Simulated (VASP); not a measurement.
# Zn (Pm-3m) in VASP: further runs

Zn is run at these levels: PBE; tasks: single point.

All numbers are computed with VASP 6.6.1; they aren't measurements. Logs are shortened: lines on timing, memory, paths and dates and some standing lists are left out, and cuts for length are marked.

### Step 1. The cell of the first run

The structure is cubic, space group Pm-3m (No. 221). The conventional cell has a = 2.683 Å, b = 2.683 Å, c = 2.683 Å, α = 90.00°, β = 90.00°, γ = 90.00°. Within 3.5 Å of Zn (site symmetry m-3m) lie 6 Zn at 2.68 Å.

### Step 2. Single point, PBE

Input file INCAR:

```
ALGO     = Normal         # electronic algorithm
EDIFF    = 1E-6           # SCF threshold, eV
ENCUT    = 520            # plane-wave cutoff, eV
GGA      = PE             # functional
ISIF     = 2              # what is computed and relaxed
ISMEAR   = -1             # smearing method
LASPH    = True           # aspherical terms in the spheres
LCHARG   = False          # write CHGCAR
LREAL    = False          # projectors in reciprocal space
LWAVE    = False          # write WAVECAR
NBANDS   = 12             # bands
NELM     = 60             # most SCF steps
PREC     = Accurate       # precision mode
SIGMA    = 0.06122561905347299 # smearing width, eV
```

Input file KPOINTS:

```
k-points
0
Gamma
  21 21 21
```

Input file POSCAR:

```
Zn
1.0
    2.6828342611      0.0000000000      0.0000000000
    0.0000000000      2.6828342611      0.0000000000
    0.0000000000      0.0000000000      2.6828342611
Zn
1
Direct
    0.0000000000      0.0000000000      0.0000000000
```

Potentials or basis: VASP PAW PBE potentials, release 64 (Zn).

The run is started by

```console
$ cat potpaw_PBE.64/Zn/POTCAR > POTCAR
$ mpirun -np 1 vasp_std > vasp.out
```

OUTCAR:

```text
EDIFF = 1E-6
   ENCUT = 520
   GGA = PE
   ISIF = 2
   ISMEAR = -1
   LASPH = True
   LREAL = False
   NELM = 60
   PREC = Accurate

 ion  position               nearest neighbor table
   1  0.000  0.000  0.000-

  LATTYP: Found a simple cubic cell.
 ALAT       =     2.6828342611

  Lattice vectors:

 A1 = (   2.6828342611,   0.0000000000,   0.0000000000)
 A2 = (   0.0000000000,   2.6828342611,   0.0000000000)
 A3 = (   0.0000000000,   0.0000000000,   2.6828342611)

Analysis of symmetry for initial positions (statically):
=====================================================================
 Subroutine PRICEL returns:
 Original cell was already a primitive cell.

 Routine SETGRP: Setting up the symmetry group for a
 simple cubic supercell.

 Subroutine GETGRP returns: Found 48 space group operations
 (whereof 48 operations were pure point group operations)
 out of a pool of 48 trial point group operations.

The static configuration has the point symmetry O_h .

Analysis of symmetry for dynamics (positions and initial velocities):
=====================================================================
 Subroutine PRICEL returns:
 Original cell was already a primitive cell.

 Routine SETGRP: Setting up the symmetry group for a
 simple cubic supercell.

 Subroutine GETGRP returns: Found 48 space group operations
 (whereof 48 operations were pure point group operations)
 out of a pool of 48 trial point group operations.

The dynamic configuration has the point symmetry O_h .

 Subroutine INISYM returns: Found 48 space group operations
 (whereof 48 operations are pure point group operations),
 and found     1 'primitive' translations

----------------------------------------------------------------------------------------

                                     Primitive cell

  volume of cell :      19.3100

  direct lattice vectors                    reciprocal lattice vectors
     2.682834261  0.000000000  0.000000000     0.372740133  0.000000000  0.000000000
     0.000000000  2.682834261  0.000000000     0.000000000  0.372740133  0.000000000
     0.000000000  0.000000000  2.682834261     0.000000000  0.000000000  0.372740133

  length of vectors
     2.682834261  2.682834261  2.682834261     0.372740133  0.372740133  0.372740133

  position of ions in fractional coordinates (direct lattice)
     0.000000000  0.000000000  0.000000000

  ion indices of the primitive-cell ions
   primitive index   ion index
                 1           1

----------------------------------------------------------------------------------------

 KPOINTS: k-points

Automatic generation of k-mesh.
 Grid dimensions read from file:
 generate k-points for:   21   21   21

 Generating k-lattice:

  Cartesian coordinates                     Fractional coordinates (reciprocal lattice)
     0.017749530  0.000000000  0.000000000     0.047619048  0.000000000  0.000000000
     0.000000000  0.017749530  0.000000000     0.000000000  0.047619048  0.000000000
     0.000000000  0.000000000  0.017749530     0.000000000  0.000000000  0.047619048

  Length of vectors
     0.017749530  0.017749530  0.017749530

  Shift w.r.t. Gamma in fractional coordinates (k-lattice)
     0.000000000  0.000000000  0.000000000

 Subroutine IBZKPT returns following result:
 ===========================================

 Found    286 irreducible k-points:

 Following reciprocal coordinates:
            Coordinates               Weight
  0.000000  0.000000  0.000000      1.000000
  0.047619  0.000000  0.000000      6.000000
  0.095238  0.000000  0.000000      6.000000
  0.142857  0.000000  0.000000      6.000000
  0.190476  0.000000  0.000000      6.000000
  0.238095  0.000000  0.000000      6.000000
[... 16 lines left out ...]
  0.142857  0.095238  0.000000     24.000000
  0.190476  0.095238  0.000000     24.000000
 [... further k-points ...]
   k-points           NKPTS =    286   k-points in BZ     NKDIM =    286   number of bands    NBANDS=     12
   number of dos      NEDOS =    301   number of ions     NIONS =      1
   total plane-waves  NPLWV =   8000
   dimension x,y,z NGX =    20 NGY =   20 NGZ =   20
   dimension x,y,z NGXF=    40 NGYF=   40 NGZF=   40
   ions per type =               1
   NGX,Y,Z   is equivalent  to a cutoff of  12.39, 12.39, 12.39 a.u.
   NGXF,Y,Z  is equivalent  to a cutoff of  24.79, 24.79, 24.79 a.u.
 SYSTEM =  unknown system
   PREC   = accura    normal or accurate (medium, high low for compatibility)
   ISTART =      0    job   : 0-new  1-cont  2-samecut
   ICHARG =      2    charge: 1-file 2-atom 10-const
   ISPIN  =      1    spin polarized calculation?
   LNONCOLLINEAR =      F non collinear calculations
   LSORBIT =      F    spin-orbit coupling
   LASPH  =      T    aspherical Exc in radial PAW
   ENCUT  =  520.0 eV  38.22 Ry    6.18 a.u.   4.99  4.99  4.99*2*pi/ulx,y,z
   NELM   =     60;   NELMIN=  2; NELMDL= -5     # of ELM steps
   EDIFF  = 0.1E-05   stopping-criterion for ELM
   LREAL  =      F    real-space projection
   EDIFFG = 0.1E-04   stopping-criterion for IOM
   NSW    =      0    number of steps for IOM
   IBRION =     -1    ionic relax: 0-MD 1-quasi-New 2-CG
   NFREE  =      0    steps in history (QN), initial steepest desc. (CG)
   ISIF   =      2    stress and relaxation
   ISYM   =      2    0-nonsym 1-usesym 2-fastsym
   POTIM  = 0.5000    time-step for ionic-motion
   TEBEG  =    0.0;   TEEND  =   0.0 temperature during run
   PSTRESS=    0.0 pullay stress
   NELECT =      12.0000    total number of electrons
   NUPDOWN=      -1.0000    fix difference up-down
   EMIN   =  10.00;   EMAX   =-10.00  energy-range for DOS
   EFERMI =   0.00;   METHOD = LEGACY
   ISMEAR =    -1;   SIGMA  =   0.06  broadening in eV -4-tet -1-fermi 0-gaus
   EFERMI_NEDOS =   21; number of points for ismear=-14 and -15
   IALGO  =     38    algorithm
   IMIX   =      4    mixing-type and parameters
     AMIX     =   0.40;   BMIX     =  1.00
     AMIX_MAG =   1.60;   BMIX_MAG =  1.00
  volume/ion in A,a.u.               =      19.31       130.31
  Fermi-wavevector in a.u.,A,eV,Ry     =   1.397038  2.640018 26.554679  1.951714
  Thomas-Fermi vector in A             =   2.520333
   LORBIT       =      0    0 simple, 1 ext, 2 COOP (PROOUT), +10 PAW based schemes
   GGA     = PE    functional components
   LHFCALC =     F    Hartree Fock is set to
   AEXX    =    0.0000 exact exchange contribution
   IVDW    =     0    specifies the selected vdW correction
   LEPSILON=     F    determine dielectric tensor
   LRPA    =     F    only Hartree local field effects (RPA)
 non-spin polarized calculation
  energy-cutoff  :      520.00
  volume of cell :       19.31
 maximum number of plane-waves:       536
 NGX is ok and might be reduce to    20
   NGX =  9   NGY =  9   NGZ =  9

 number of electron      12.0000033 magnetization

 Free energy of the ion-electron system (eV)
  ---------------------------------------------------
  ext. energy  EPLUGINS =         0.00000000
  ---------------------------------------------------
  free energy    TOTEN  =        -0.87770462 eV

  energy without entropy =       -0.87430821  energy(sigma->0) =       -0.87600641

 E-fermi :   1.4524     XC(G=0): -10.2820

 val. band max:        1.3761977675   @ k =   0.4286   0.1905   0.0952
 cond. band min:       1.5128483684   @ k =   0.3810   0.3810   0.3333
 fundamental gap:      0.1366506010
 Fermi energy:         1.4524323095

 k-point     1 :       0.0000    0.0000    0.0000
  band No.  band energies     occupation
      1      -7.1330      2.00000
      2      -6.2771      2.00000
      3      -6.2771      2.00000
      4      -5.2510      2.00000
      5      -5.2510      2.00000
      6      -5.2510      2.00000
      7      13.1763      0.00000
      8      13.1763      0.00000
      9      13.1763      0.00000
     10      16.0545      0.00000
     11      16.0545      0.00000
     12      18.4635      0.00000

 k-point     2 :       0.0476    0.0000    0.0000
  band No.  band energies     occupation
      1      -7.0850      2.00000
      2      -6.2748      2.00000
      3      -6.2645      2.00000
      4      -5.2578      2.00000
      5      -5.2578      2.00000
      6      -5.2504      2.00000
      7      12.3056      0.00000
      8      13.2314      0.00000
      9      13.2314      0.00000
     10      16.0911      0.00000
     11      16.7217      0.00000
     12      18.7765      0.00000

 k-point     3 :       0.0952    0.0000    0.0000
  band No.  band energies     occupation
      1      -6.9449      2.00000
      2      -6.2678      2.00000
      3      -6.2234      2.00000
      4      -5.2777      2.00000
      5      -5.2777      2.00000
      6      -5.2487      2.00000
      7      10.7400      0.00000
      8      13.3956      0.00000
      9      13.3956      0.00000
     10      16.2013      0.00000
     11      17.4343      0.00000
     12      19.9558      0.00000

 k-point     4 :       0.1429    0.0000    0.0000
  band No.  band energies     occupation
      1      -6.7309      2.00000
      2      -6.2569      2.00000
      3      -6.1379      2.00000
      4      -5.3086      2.00000
      5      -5.3086      2.00000
      6      -5.2461      2.00000
      7       9.0872      0.00000
      8      13.6659      0.00000
      9      13.6659      0.00000
     10      16.3859      0.00000
     11      17.7932      0.00000
     12      21.7841      0.00000

 k-point     5 :       0.1905    0.0000    0.0000
  band No.  band energies     occupation
      1      -6.5005      2.00000
      2      -6.2429      2.00000
      3      -5.9544      2.00000
      4      -5.3476      2.00000
      5      -5.3476      2.00000
      6      -5.2428      2.00000
      7       7.4620      0.00000
      8      14.0371      0.00000
      9      14.0371      0.00000
     10      16.6463      0.00000
     11      18.0774      0.00000
     12      23.8396      0.00000
[... 228 lines left out ...]
      1      -6.1603      2.00000
      2      -6.0460      2.00000
      3      -5.5661      2.00000
      4      -5.5454      2.00000
      5      -5.2316      2.00000
      6      -1.8012      2.00000
      7      -0.6496      2.00000
      8      16.4967      0.00000
      9      17.3361      0.00000
     10      18.9426      0.00000
     11      20.0973      0.00000
     12      20.9928      0.00000

 k-point    22 :       0.0952    0.0952    0.0000
  band No.  band energies     occupation
      1      -6.7572      2.00000
      2      -6.2327      2.00000
      3      -6.1982      2.00000
      4      -5.3020      2.00000
      5      -5.2782      2.00000
      6      -5.2722      2.00000
      7      10.6809      0.00000
      8      11.2275      0.00000
      9      13.6147      0.00000
     10      16.9275      0.00000
     11      19.1834      0.00000
     12      20.4820      0.00000

 k-point    23 :       0.1429    0.0952    0.0000
  band No.  band energies     occupation
      1      -6.5508      2.00000
      2      -6.2103      2.00000
      3      -6.1226      2.00000
      4      -5.3278      2.00000
      5      -5.3064      2.00000
      6      -5.2719      2.00000
      7       9.2443      0.00000
      8      11.2606      0.00000
      9      13.8849      0.00000
     10      17.1542      0.00000
     11      19.8464      0.00000
     12      21.9213      0.00000

 k-point    24 :       0.1905    0.0952    0.0000
  band No.  band energies     occupation
      1      -6.3597      2.00000
      2      -6.1889      2.00000
      3      -5.9249      2.00000
      4      -5.3501      2.00000
      5      -5.3449      2.00000
      6      -5.2684      2.00000
      7       7.6370      0.00000
      8      11.5869      0.00000
      9      14.2560      0.00000
     10      17.4215      0.00000
     11      20.1449      0.00000
     12      23.6749      0.00000

 [... further k-points ...]
[... 5 lines left out ...]
  --------------------------------------------------------------------------------------
  -------------------------------------------------------------------------------------
  Total       -0.2859896     -0.2859896     -0.2859896      0.0000000      0.0000000     -0.0000000
  in kB      -23.7289909    -23.7289909    -23.7289909      0.0000000      0.0000000     -0.0000000
  external PRESSURE =     -23.7289909 kB  Pullay stress =       0.0000000 kB

 VOLUME and BASIS-vectors are now :
 -----------------------------------------------------------------------------
  energy-cutoff  :      520.00
  volume of cell :       19.31
      direct lattice vectors                 reciprocal lattice vectors
     2.682834261  0.000000000  0.000000000     0.372740133  0.000000000  0.000000000
     0.000000000  2.682834261  0.000000000     0.000000000  0.372740133  0.000000000
     0.000000000  0.000000000  2.682834261     0.000000000  0.000000000  0.372740133

 POSITION                                       TOTAL-FORCE (eV/Angst)
 -----------------------------------------------------------------------------------
      0.00000      0.00000      0.00000         0.000000      0.000000      0.000000
 -----------------------------------------------------------------------------------
    total drift:                               -0.000000      0.000000      0.000000

  FREE ENERGIE OF THE ION-ELECTRON SYSTEM (eV)
  ---------------------------------------------------
  free  energy   TOTEN  =        -0.8777046185 eV

  energy  without entropy=       -0.8743082087  energy(sigma->0) =       -0.87600641
```

Wall time 34 s (1 thread of Intel Xeon Platinum 8375C at 2.90GHz (Ice Lake), shared host); peak memory 0.17 GiB.

What came out:

| Property | Result |
| --- | --- |
| Free energy | -0.8777 eV |
| Pressure | -2.4 GPa |
| Band gap on the k mesh | zero (band 6 reaches 6.34 eV, above the bottom of band 7 at -0.70 eV) |

### Step 3. Single point, PBE

This run uses another cell than the first one, of 17.12 Å³/atom, 0.887 times its volume.

Input file INCAR:

```
SYSTEM = Zn
ALGO = Normal ; EDIFF = 1E-6
ENCUT = 520 ; GGA = PE
ISIF = 2 ; ISMEAR = -1
LASPH = .TRUE. ; LCHARG = .FALSE.
LREAL = .FALSE. ; LWAVE = .FALSE.
NBANDS = 12 ; NELM = 60
PREC = Accurate ; SIGMA = 0.06122561905347299
```

Input file KPOINTS:

```
k-points
0
G
  41 41 41
  0 0 0
```

Input file POSCAR:

```
Zn
1.0
    2.5775148335      0.0000000000      0.0000000000
    0.0000000000      2.5775148335      0.0000000000
    0.0000000000      0.0000000000      2.5775148335
Zn
1
Direct
    0.0000000000      0.0000000000      0.0000000000
```

Potentials or basis: VASP PAW PBE potentials, release 64 (Zn).

The run is started by

```console
$ cat potpaw_PBE.64/Zn/POTCAR > POTCAR
$ mpirun -np 1 vasp_std > vasp.out
```

OUTCAR:

```text
SYSTEM = Zn
   EDIFF = 1E-6
   ENCUT = 520
   GGA = PE
   ISIF = 2
   ISMEAR = -1
   LASPH = .TRUE.
   LREAL = .FALSE.
   NELM = 60
   PREC = Accurate

 ion  position               nearest neighbor table
   1  0.000  0.000  0.000-

  LATTYP: Found a simple cubic cell.
 ALAT       =     2.5775148335

  Lattice vectors:

 A1 = (   2.5775148335,   0.0000000000,   0.0000000000)
 A2 = (   0.0000000000,   2.5775148335,   0.0000000000)
 A3 = (   0.0000000000,   0.0000000000,   2.5775148335)

Analysis of symmetry for initial positions (statically):
=====================================================================
 Subroutine PRICEL returns:
 Original cell was already a primitive cell.

 Routine SETGRP: Setting up the symmetry group for a
 simple cubic supercell.

 Subroutine GETGRP returns: Found 48 space group operations
 (whereof 48 operations were pure point group operations)
 out of a pool of 48 trial point group operations.

The static configuration has the point symmetry O_h .

Analysis of symmetry for dynamics (positions and initial velocities):
=====================================================================
[... 160 lines left out ...]
 fundamental gap:      0.0040037286
 Fermi energy:         2.1271707072

 k-point     1 :       0.0000    0.0000    0.0000
  band No.  band energies     occupation
      1      -7.2327      2.00000
      2      -5.9403      2.00000
      3      -5.9403      2.00000
      4      -4.6603      2.00000
      5      -4.6603      2.00000
      6      -4.6603      2.00000
      7      14.8514      0.00000
      8      14.8514      0.00000
      9      14.8514      0.00000
     10      17.8003      0.00000
     11      17.8003      0.00000
     12      20.7591      0.00000
[... 331 lines left out ...]
 k-point    24 :       0.0732    0.0244    0.0000
  band No.  band energies     occupation
      1      -7.0958      2.00000
      2      -5.9300      2.00000
      3      -5.9025      2.00000
      4      -4.6827      2.00000
      5      -4.6803      2.00000
      6      -4.6609      2.00000
      7      13.0170      0.00000
      8      14.7052      0.00000
      9      15.0127      0.00000
     10      18.0735      0.00000
     11      19.1867      0.00000
     12      21.6448      0.00000

 [... further k-points ...]
[... 5 lines left out ...]
  --------------------------------------------------------------------------------------
  -------------------------------------------------------------------------------------
  Total        0.3828734      0.3828734      0.3828734      0.0000000      0.0000000     -0.0000000
  in kB       35.8230233     35.8230233     35.8230233      0.0000000      0.0000000     -0.0000000
  external PRESSURE =      35.8230233 kB  Pullay stress =       0.0000000 kB

 VOLUME and BASIS-vectors are now :
 -----------------------------------------------------------------------------
  energy-cutoff  :      520.00
  volume of cell :       17.12
      direct lattice vectors                 reciprocal lattice vectors
     2.577514833  0.000000000  0.000000000     0.387970609  0.000000000  0.000000000
     0.000000000  2.577514833  0.000000000     0.000000000  0.387970609  0.000000000
     0.000000000  0.000000000  2.577514833     0.000000000  0.000000000  0.387970609

 POSITION                                       TOTAL-FORCE (eV/Angst)
 -----------------------------------------------------------------------------------
      0.00000      0.00000      0.00000         0.000000      0.000000      0.000000
 -----------------------------------------------------------------------------------
    total drift:                                0.000000      0.000000      0.000000

  FREE ENERGIE OF THE ION-ELECTRON SYSTEM (eV)
  ---------------------------------------------------
  free  energy   TOTEN  =        -0.8719419205 eV

  energy  without entropy=       -0.8678572480  energy(sigma->0) =       -0.86989958
```

OSZICAR:

```text
N       E                     dE             d eps       ncg     rms          rms(c)
DAV:   1     0.433030588693E+02    0.43303E+02   -0.65729E+03 43324   0.152E+03
DAV:   2     0.454957275664E+00   -0.42848E+02   -0.40446E+02 44016   0.213E+02
DAV:   3    -0.955901651149E+00   -0.14109E+01   -0.14086E+01 49660   0.381E+01
DAV:   4    -0.959886793603E+00   -0.39851E-02   -0.39850E-02 46264   0.203E+00
DAV:   5    -0.959890405485E+00   -0.36119E-05   -0.36120E-05 49504   0.591E-02    0.230E+00
DAV:   6    -0.878855238540E+00    0.81035E-01   -0.41922E-01 50656   0.127E+01    0.171E+00
DAV:   7    -0.874092594779E+00    0.47626E-02   -0.89304E-03 45380   0.174E+00    0.861E-01
DAV:   8    -0.871936228510E+00    0.21564E-02   -0.13228E-03 51000   0.423E-01    0.251E-02
DAV:   9    -0.871940634220E+00   -0.44057E-05   -0.78368E-05 56828   0.104E-01    0.183E-02
DAV:  10    -0.871942105694E+00   -0.14715E-05   -0.32513E-06 45136   0.225E-02    0.182E-03
DAV:  11    -0.871941920488E+00    0.18521E-06   -0.21545E-07 24040   0.880E-03
   1 F= -.87194192E+00 E0= -.86989958E+00  d E =-.408467E-02
```

stdout:

```text
POSCAR found type information on POSCAR Zn
 POSCAR found :  1 types and       1 ions
 scaLAPACK will be used
 LDA part: xc-table for (Slater+PW92), standard interpolation
 POSCAR, INCAR and KPOINTS ok, starting setup
 FFT: planning ... GRIDC
 FFT: planning ... GRID_SOFT
 FFT: planning ... GRID
 WAVECAR not read
 entering main loop
```

It took 2.4 min on 1 thread of Intel Xeon Platinum 8375C at 2.90GHz (Ice Lake), shared host; peak memory 0.43 GiB.

Results:

```yaml
Free_energy: -0.8719 eV
Pressure: 3.6 GPa
Band_gap_on_the_k_mesh: zero (band 6 reaches 7.77 eV, above the bottom of band 7 at -0.49 eV)
```
